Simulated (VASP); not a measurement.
# Li (Im-3m) in VASP: notebook

Runs on Li. Level: LDA. Tasks: single point, relaxation of cell and atoms.

Program: VASP 6.6.1. These are calculated values, not measurements. Logs are shortened: lines on timing, memory, paths and dates and some standing lists are left out, and cuts for length are marked.

## 1. The cell of the first run

It takes space group Im-3m (No. 229, cubic). The conventional cell has a = 3.364 Å, b = 3.364 Å, c = 3.364 Å, α = 90.00°, β = 90.00°, γ = 90.00°. Li (site symmetry m-3m) has 14 Li at 2.91 to 3.36 Å within 3.8 Å.

## 2. Single point, LDA

Contents of INCAR:

```
  ALGO = Normal
  EDIFF = 1E-6
  ENCUT = 750
  GGA_COMPAT = F
  ISIF = 2
  ISMEAR = -1
  LASPH = T
  LCHARG = T
  LELF = T
  LREAL = F
  LVHAR = T
  LWAVE = F
  NBANDS = 8
  NELM = 120
  PREC = Accurate
  SIGMA = 0.1
```

Contents of KPOINTS:

```
k-points
0
Gamma
  10 10 10
```

Contents of POSCAR:

```
Li
1.0
    2.9135710263     -0.0000000161     -0.0000000279
   -0.9711903269      2.7469411123     -0.0000000279
   -0.9711903269     -1.3734705158      2.3789208092
Li
1
Direct
    0.0000000000      0.0000000000      0.0000000000
```

Potentials or basis: VASP PAW LDA potentials, release 64 (Li_sv).

The run is started by

```console
cat potpaw_LDA.64/Li_sv/POTCAR > POTCAR
mpirun -np 1 vasp_std > vasp.out
```

OUTCAR:

```text
EDIFF = 1E-6
   ENCUT = 750
   ISIF = 2
   ISMEAR = -1
   LASPH = T
   LREAL = F
   NELM = 120
   PREC = Accurate

 ion  position               nearest neighbor table
   1  0.000  0.000  0.000-

  LATTYP: Found a body centered cubic cell.
 ALAT       =     3.3643020327

  Lattice vectors:

 A1 = (   2.9135710263,  -0.0000000161,  -0.0000000279)
 A2 = (  -0.9711903269,   2.7469411123,  -0.0000000279)
 A3 = (  -0.9711903269,  -1.3734705158,   2.3789208092)

Analysis of symmetry for initial positions (statically):
=====================================================================
 Subroutine PRICEL returns:
 Original cell was already a primitive cell.

 Routine SETGRP: Setting up the symmetry group for a
 body centered cubic supercell.

 Subroutine GETGRP returns: Found 48 space group operations
 (whereof 48 operations were pure point group operations)
 out of a pool of 48 trial point group operations.

The static configuration has the point symmetry O_h .

Analysis of symmetry for dynamics (positions and initial velocities):
=====================================================================
 Subroutine PRICEL returns:
 Original cell was already a primitive cell.

 Routine SETGRP: Setting up the symmetry group for a
 body centered cubic supercell.

 Subroutine GETGRP returns: Found 48 space group operations
 (whereof 48 operations were pure point group operations)
 out of a pool of 48 trial point group operations.

The dynamic configuration has the point symmetry O_h .

 Subroutine INISYM returns: Found 48 space group operations
 (whereof 48 operations are pure point group operations),
 and found     1 'primitive' translations

----------------------------------------------------------------------------------------

                                     Primitive cell

  volume of cell :      19.0395

  direct lattice vectors                    reciprocal lattice vectors
     2.913571026 -0.000000016 -0.000000028     0.343221428  0.121347100  0.210179335
    -0.971190327  2.746941112 -0.000000028     0.000000004  0.364041299  0.210179335
    -0.971190327 -1.373470516  2.378920809     0.000000004  0.000000006  0.420358680

  length of vectors
     2.913571026  2.913571026  2.913571026     0.420358680  0.420358680  0.420358680

  position of ions in fractional coordinates (direct lattice)
     0.000000000  0.000000000  0.000000000

  ion indices of the primitive-cell ions
   primitive index   ion index
                 1           1

----------------------------------------------------------------------------------------

 KPOINTS: k-points

Automatic generation of k-mesh.
 Grid dimensions read from file:
 generate k-points for:   10   10   10

 Generating k-lattice:

  Cartesian coordinates                     Fractional coordinates (reciprocal lattice)
     0.034322143  0.012134710  0.021017934     0.100000000 -0.000000000  0.000000000
     0.000000000  0.036404130  0.021017934    -0.000000000  0.100000000  0.000000000
     0.000000000  0.000000001  0.042035868     0.000000000  0.000000000  0.100000000

  Length of vectors
     0.042035868  0.042035868  0.042035868

  Shift w.r.t. Gamma in fractional coordinates (k-lattice)
     0.000000000  0.000000000  0.000000000

 Subroutine IBZKPT returns following result:
 ===========================================

 Found     47 irreducible k-points:

 Following reciprocal coordinates:
            Coordinates               Weight
  0.000000  0.000000  0.000000      1.000000
  0.100000  0.000000 -0.000000     12.000000
  0.200000  0.000000 -0.000000     12.000000
  0.300000  0.000000 -0.000000     12.000000
  0.400000  0.000000 -0.000000     12.000000
  0.500000 -0.000000 -0.000000      6.000000
[... 16 lines left out ...]
  0.300000  0.300000  0.100000      8.000000
 -0.300000  0.300000  0.100000     24.000000
 [... further k-points ...]
   k-points           NKPTS =     47   k-points in BZ     NKDIM =     47   number of bands    NBANDS=      8
   number of dos      NEDOS =    301   number of ions     NIONS =      1
   total plane-waves  NPLWV =  21952
   dimension x,y,z NGX =    28 NGY =   28 NGZ =   28
   dimension x,y,z NGXF=    56 NGYF=   56 NGZF=   56
   ions per type =               1
   NGX,Y,Z   is equivalent  to a cutoff of  15.98, 15.98, 15.98 a.u.
   NGXF,Y,Z  is equivalent  to a cutoff of  31.95, 31.95, 31.95 a.u.
 SYSTEM =  unknown system
   PREC   = accura    normal or accurate (medium, high low for compatibility)
   ISTART =      0    job   : 0-new  1-cont  2-samecut
   ICHARG =      2    charge: 1-file 2-atom 10-const
   ISPIN  =      1    spin polarized calculation?
   LNONCOLLINEAR =      F non collinear calculations
   LSORBIT =      F    spin-orbit coupling
   LASPH  =      T    aspherical Exc in radial PAW
   ENCUT  =  750.0 eV  55.12 Ry    7.42 a.u.   6.51  6.51  6.51*2*pi/ulx,y,z
   NELM   =    120;   NELMIN=  2; NELMDL= -5     # of ELM steps
   EDIFF  = 0.1E-05   stopping-criterion for ELM
   LREAL  =      F    real-space projection
   EDIFFG = 0.1E-04   stopping-criterion for IOM
   NSW    =      0    number of steps for IOM
   IBRION =     -1    ionic relax: 0-MD 1-quasi-New 2-CG
   NFREE  =      0    steps in history (QN), initial steepest desc. (CG)
   ISIF   =      2    stress and relaxation
   ISYM   =      2    0-nonsym 1-usesym 2-fastsym
   POTIM  = 0.5000    time-step for ionic-motion
   TEBEG  =    0.0;   TEEND  =   0.0 temperature during run
   PSTRESS=    0.0 pullay stress
   NELECT =       3.0000    total number of electrons
   NUPDOWN=      -1.0000    fix difference up-down
   EMIN   =  10.00;   EMAX   =-10.00  energy-range for DOS
   EFERMI =   0.00;   METHOD = LEGACY
   ISMEAR =    -1;   SIGMA  =   0.10  broadening in eV -4-tet -1-fermi 0-gaus
   EFERMI_NEDOS =   21; number of points for ismear=-14 and -15
   IALGO  =     38    algorithm
   IMIX   =      4    mixing-type and parameters
     AMIX     =   0.40;   BMIX     =  1.00
     AMIX_MAG =   1.60;   BMIX_MAG =  1.00
  volume/ion in A,a.u.               =      19.04       128.48
  Fermi-wavevector in a.u.,A,eV,Ry     =   0.884227  1.670946 10.637807  0.781857
  Thomas-Fermi vector in A             =   2.005098
   LORBIT       =      0    0 simple, 1 ext, 2 COOP (PROOUT), +10 PAW based schemes
   GGA     = CA    functional components
   LHFCALC =     F    Hartree Fock is set to
   AEXX    =    0.0000 exact exchange contribution
   IVDW    =     0    specifies the selected vdW correction
   LEPSILON=     F    determine dielectric tensor
   LRPA    =     F    only Hartree local field effects (RPA)
 non-spin polarized calculation
  energy-cutoff  :      750.00
  volume of cell :       19.04
 maximum number of plane-waves:       935
 NGX is ok and might be reduce to    28
   NGX = 13   NGY = 13   NGZ = 13

 number of electron       2.9999997 magnetization

 Free energy of the ion-electron system (eV)
  ---------------------------------------------------
  ext. energy  EPLUGINS =         0.00000000
  ---------------------------------------------------
  free energy    TOTEN  =        -2.04807910 eV

  energy without entropy =       -2.02780216  energy(sigma->0) =       -2.03794063

 E-fermi :   0.7965     XC(G=0):  -7.3034

 val. band max:        0.7822661506   @ k =   0.3000   0.2000   0.0000
 cond. band min:       0.9072260302   @ k =   0.4000   0.1000  -0.0000
 fundamental gap:      0.1249598796
 Fermi energy:         0.7965442813

 k-point     1 :       0.0000    0.0000    0.0000
  band No.  band energies     occupation
      1     -44.7378      2.00000
      2      -2.8020      2.00000
      3      15.7825      0.00000
      4      15.7825      0.00000
      5      15.7825      0.00000
      6      20.9388      0.00000
      7      20.9388      0.00000
      8      20.9388      0.00000

 k-point     2 :       0.1000    0.0000   -0.0000
  band No.  band energies     occupation
      1     -44.7351      2.00000
      2      -2.6114      2.00000
      3      14.5110      0.00000
      4      14.9344      0.00000
      5      15.4608      0.00000
      6      19.0073      0.00000
      7      19.1755      0.00000
      8      20.9352      0.00000

 k-point     3 :       0.2000    0.0000   -0.0000
  band No.  band energies     occupation
      1     -44.7282      2.00000
      2      -2.0392      2.00000
      3      11.4437      0.00000
      4      13.5337      0.00000
      5      14.6586      0.00000
      6      17.3626      0.00000
      7      18.2208      0.00000
      8      20.9118      0.00000

 k-point     4 :       0.3000    0.0000   -0.0000
  band No.  band energies     occupation
      1     -44.7197      2.00000
      2      -1.0941      2.00000
      3       8.2699      0.00000
      4      12.3847      0.00000
      5      13.8031      0.00000
      6      16.0489      0.00000
      7      18.2475      0.00000
      8      21.7998      0.00000

 k-point     5 :       0.4000    0.0000   -0.0000
  band No.  band energies     occupation
      1     -44.7128      2.00000
      2       0.1410      1.99716
      3       5.6217      0.00000
      4      11.6656      0.00000
      5      13.2083      0.00000
      6      15.2578      0.00000
      7      18.5324      0.00000
      8      23.2315      0.00000
[... 177 lines left out ...]
 k-point    22 :      -0.2000    0.2000    0.1000
  band No.  band energies     occupation
      1     -44.7259      2.00000
      2      -1.8430      2.00000
      3      11.4350      0.00000
      4      12.4632      0.00000
      5      14.5363      0.00000
      6      16.3118      0.00000
      7      18.9086      0.00000
      8      20.6462      0.00000

 k-point    23 :       0.3000    0.3000    0.1000
  band No.  band energies     occupation
      1     -44.7079      2.00000
      2       3.3472      0.00000
      3       3.3472      0.00000
      4       6.5941      0.00000
      5      10.3113      0.00000
      6      22.5961      0.00000
      7      23.8646      0.00000
      8      23.8646      0.00000

 k-point    24 :      -0.3000    0.3000    0.1000
  band No.  band energies     occupation
      1     -44.7176      2.00000
      2      -0.8888      2.00000
      3       8.3586      0.00000
      4      11.2715      0.00000
      5      13.7877      0.00000
      6      16.6281      0.00000
      7      17.6719      0.00000
      8      21.5676      0.00000

 [... further k-points ...]

------------------------ aborting loop because EDIFF is reached ----------------------------------------

  FORCE on cell =-STRESS in cart. coord.  units (eV):
  Direction    XX          YY          ZZ          XY          YZ          ZX
  --------------------------------------------------------------------------------------
  -------------------------------------------------------------------------------------
  Total       -0.0157002     -0.0157002     -0.0157002     -0.0000000     -0.0000000     -0.0000000
  in kB       -1.3211764     -1.3211764     -1.3211764     -0.0000000     -0.0000000     -0.0000000
  external PRESSURE =      -1.3211764 kB  Pullay stress =       0.0000000 kB

 VOLUME and BASIS-vectors are now :
 -----------------------------------------------------------------------------
  energy-cutoff  :      750.00
  volume of cell :       19.04
      direct lattice vectors                 reciprocal lattice vectors
     2.913571026 -0.000000016 -0.000000028     0.343221428  0.121347100  0.210179335
    -0.971190327  2.746941112 -0.000000028     0.000000004  0.364041299  0.210179335
    -0.971190327 -1.373470516  2.378920809     0.000000004  0.000000006  0.420358680

 POSITION                                       TOTAL-FORCE (eV/Angst)
 -----------------------------------------------------------------------------------
      0.00000      0.00000      0.00000         0.000000     -0.000000      0.000000
 -----------------------------------------------------------------------------------
    total drift:                               -0.000000      0.000000     -0.000000

  FREE ENERGIE OF THE ION-ELECTRON SYSTEM (eV)
  ---------------------------------------------------
  free  energy   TOTEN  =        -2.0480791030 eV

  energy  without entropy=       -2.0278021604  energy(sigma->0) =       -2.03794063
```

It took 19 s on 1 thread of Intel Xeon 8259CL, shared host; peak memory 0.13 GiB.

What came out:

```
Free energy            : -2.0481 eV
Pressure               : -0.1 GPa
Band gap on the k mesh : zero (an odd number of electrons rules out a gap without spin polarisation)
```

## 3. Relaxation of cell and atoms, LDA

This run uses another cell than the first one, of 21.61 Å³/atom.

Contents of INCAR:

```
SYSTEM = Li
  ALGO = Normal
  EDIFF = 1E-7
  EDIFFG = -0.03
  ENCUT = 750
  GGA = CA
  GGA_COMPAT = .FALSE.
  IBRION = 2
  ISIF = 3
  ISMEAR = -1
  LASPH = .TRUE.
  LCHARG = .FALSE.
  LREAL = .FALSE.
  LWAVE = .FALSE.
  NELM = 120
  NELMIN = 4
  NSW = 80
  PREC = Accurate
  SIGMA = 0.1
```

Contents of KPOINTS:

```
k-points
0
G
  10 10 10
  0 0 0
```

Contents of POSCAR:

```
Li
1.0
    3.0391430000      0.0000000000      0.0000000000
   -1.0130476349      2.8653315103      0.0000000000
   -1.0130476349     -1.4326656878      2.4814499170
Li
1
Direct
    0.0000000000      0.0000000000      0.0000000000
```

Potentials or basis: VASP PAW LDA potentials, release 64 (Li_sv).

The run is started by

```console
cat potpaw_LDA.64/Li_sv/POTCAR > POTCAR
mpirun -np 1 vasp_std > vasp.out
```

OUTCAR:

```text
SYSTEM = Li
   EDIFF = 1E-7
   EDIFFG = -0.03
   ENCUT = 750
   GGA = CA
   IBRION = 2
   ISIF = 3
   ISMEAR = -1
   LASPH = .TRUE.
   LREAL = .FALSE.
   NELM = 120
   NELMIN = 4
   NSW = 80
   PREC = Accurate

 ion  position               nearest neighbor table
   1  0.000  0.000  0.000-

  LATTYP: Found a body centered cubic cell.
 ALAT       =     3.5093000583

  Lattice vectors:

 A1 = (   3.0391430000,   0.0000000000,   0.0000000000)
 A2 = (  -1.0130476349,   2.8653315103,   0.0000000000)
 A3 = (  -1.0130476349,  -1.4326656878,   2.4814499170)

Analysis of symmetry for initial positions (statically):
=====================================================================
 Subroutine PRICEL returns:
 Original cell was already a primitive cell.

 Routine SETGRP: Setting up the symmetry group for a
 body centered cubic supercell.

 Subroutine GETGRP returns: Found 48 space group operations
 (whereof 48 operations were pure point group operations)
 out of a pool of 48 trial point group operations.

The static configuration has the point symmetry O_h .

[... 165 lines left out ...]
  -------------------------------------------------------------------------------------
  Total       -0.2214281     -0.2214281     -0.2214281     -0.0000000     -0.0000000     -0.0000000
  in kB      -16.4176774    -16.4176775    -16.4176780     -0.0000002     -0.0000004     -0.0000003
  external PRESSURE =     -16.4176776 kB  Pullay stress =       0.0000000 kB
[... 92 lines left out ...]
--------------------------------------- Ionic step        4  -------------------------------------------

 number of electron       2.9999997 magnetization

 Free energy of the ion-electron system (eV)
  ---------------------------------------------------
  ext. energy  EPLUGINS =         0.00000000
  ---------------------------------------------------
  free energy    TOTEN  =        -2.04939826 eV

  energy without entropy =       -2.02914293  energy(sigma->0) =       -2.03927060

 E-fermi :   0.8117     XC(G=0):  -7.3169

 val. band max:        0.7974039288   @ k =   0.3000   0.2000   0.0000
 cond. band min:       0.9218047624   @ k =   0.4000   0.1000   0.0000
 fundamental gap:      0.1244008336
 Fermi energy:         0.8116699391

 k-point     1 :       0.0000    0.0000    0.0000
  band No.  band energies     occupation
      1     -44.7132      2.00000
      2      -2.7934      2.00000
      3      15.8545      0.00000
      4      15.8545      0.00000
      5      15.8545      0.00000
[... 177 lines left out ...]
 k-point    24 :      -0.3000    0.3000    0.1000
  band No.  band energies     occupation
      1     -44.6927      2.00000
      2      -0.8774      2.00000
      3       8.4013      0.00000
      4      11.3245      0.00000
      5      13.8513      0.00000

 [... further k-points ...]

------------------------ aborting loop because EDIFF is reached ----------------------------------------

  FORCE on cell =-STRESS in cart. coord.  units (eV):
  Direction    XX          YY          ZZ          XY          YZ          ZX
  --------------------------------------------------------------------------------------
  -------------------------------------------------------------------------------------
  Total        0.0027629      0.0027629      0.0027629      0.0000000      0.0000000      0.0000000
  in kB        0.2337211      0.2337211      0.2337211      0.0000000      0.0000000      0.0000000
  external PRESSURE =       0.2337211 kB  Pullay stress =       0.0000000 kB
[... 16 lines left out ...]
  FREE ENERGIE OF THE ION-ELECTRON SYSTEM (eV)
  ---------------------------------------------------
  free  energy   TOTEN  =        -2.0493982637 eV

  energy  without entropy=       -2.0291429335  energy(sigma->0) =       -2.03927060

 reached required accuracy - stopping structural energy minimisation
```

CONTCAR:

```text
Li
   1.00000000000000
     2.9084821064298638   -0.0000000014485798   -0.0000000025090137
    -0.9694940064414227    2.7421432374941386   -0.0000000025071632
    -0.9694940064414228   -1.3710715564638931    2.3747657403852824
  Li
     1
Direct
     0.0000000000000000    0.0000000000000000    0.0000000000000000

  0.00000000E+00  0.00000000E+00  0.00000000E+00
```

It took 40 s on 1 thread of Intel Xeon 8259CL, shared host; peak memory 0.13 GiB.

What came out:

```yaml
Free_energy: -2.0494 eV
Relaxed_volume: 18.94 Å³/atom
Relaxed_cell: a = 2.908 Å, b = 2.908 Å, c = 2.908 Å, α = 109.47°, β = 109.47°, γ = 109.47°
Space_group_after_relaxing_to_0.1_Å: Im-3m (No. 229)
Energy_gained_by_relaxing: 14.9 meV/atom
Ionic_steps: 4
Pressure_after_relaxing: 0.0 GPa
Band_gap_on_the_k_mesh: zero (an odd number of electrons rules out a gap without spin polarisation)
```

The path:
```tsv
step	energy change (eV)	largest force (eV/Å)	pressure (GPa)	volume (Å³)
1	0.0000	0.0000	-1.64	21.61
2	-0.0063	0.0000	-1.31	20.92
3	-0.0143	0.0000	-0.39	19.47
4	-0.0149	0.0000	0.02	18.94
```

Final structure:
```yaml
crystal:
  lattice:
    - [2.90848, 0.00000, 0.00000]
    - [-0.96949, 2.74214, 0.00000]
    - [-0.96949, -1.37107, 2.37477]
  atoms:
    - { symbol: Li, position: [0.00000, 0.00000, 0.00000] }
```

Levels at points of the mesh, in eV from the Fermi level:
```tsv
k point	band 1	band 2	band 3	band 4	band 5
(0.00, 0.00, 0.00)	-45.52	-3.61	15.04	15.04	15.04
(0.50, 0.00, 0.00)	-45.50	0.20	3.51	10.67	12.25
(0.50, 0.50, 0.50)	-45.48	5.66	5.66	5.66	8.14
```

LDA usually gives volumes a few per cent too small. Zero-point motion and thermal expansion aren't in these numbers.

The gap in the log of VASP goes by the Fermi energy; the results here count the filled bands.